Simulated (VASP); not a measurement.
## Ti5Si: single point with PBE

Crystal: Ti5Si.

```xyz
6
Lattice="2.4960 1.4411 4.4032 -2.4960 1.4411 4.4032 0.0000 -2.8821 4.4032" Properties=species:S:1:pos:R:3 pbc="T T T"
Ti    0.0000    0.0000    1.9977
Ti    0.5266    1.4411    4.4032
Ti   -1.5113   -0.2645    4.4032
Ti    0.0000    0.0000   11.2118
Ti    0.9847   -1.1766    4.4032
Si    0.0000    0.0000    6.6048
```

* Program: VASP 6.6.1
* Task: single point
* Functional: PBE
* Potentials or basis: VASP PAW PBE potentials, release 64 (Ti_sv, Si)
* Cutoff: 520 eV
* k mesh: 12 × 12 × 12
* Occupations: gaussian, width 0.1 eV
* Spin: no spin polarisation
* Dipole correction: no
* Further INCAR settings: ALGO = Fast; EDIFF = 1e-06; NBANDS = 41

```json
{
 "Pressure": "3.8 GPa",
 "Largest force": "0.006 eV/Å",
 "Band gap on the k mesh": "zero (bands 32 and 33 overlap by 0.60 eV)"
}
```

Forces on the atoms (eV/Å):
```
Ti   0.000  0.000  0.006
Ti  -0.001  0.000  0.000
Ti   0.000 -0.001  0.000
Ti   0.000  0.000 -0.006
Ti   0.000  0.001  0.000
Si   0.000  0.000  0.000
```

Levels at points of the mesh, in eV from the Fermi level:
```tsv
k point	band 29	band 30	band 31	band 32	band 33	band 34	band 35	band 36
(0.00, 0.00, 0.00)	-0.91	-0.91	-0.74	-0.09	-0.05	-0.05	1.09	1.10
(0.50, 0.00, 0.00)	-1.12	-0.77	-0.53	0.37	0.57	0.59	0.75	0.76
(0.50, 0.50, 0.00)	-1.35	-0.58	-0.37	-0.12	-0.07	0.65	0.74	1.01
(0.50, 0.50, 0.50)	-0.76	-0.58	-0.58	-0.17	0.26	0.26	0.90	1.32
```

Wall time 20 min on 1 thread of Intel(R) Xeon(R) 6975P-C (Granite Rapids) (shared host), peak memory 0.64 GiB.

Caveat: the cell stands under pressure.
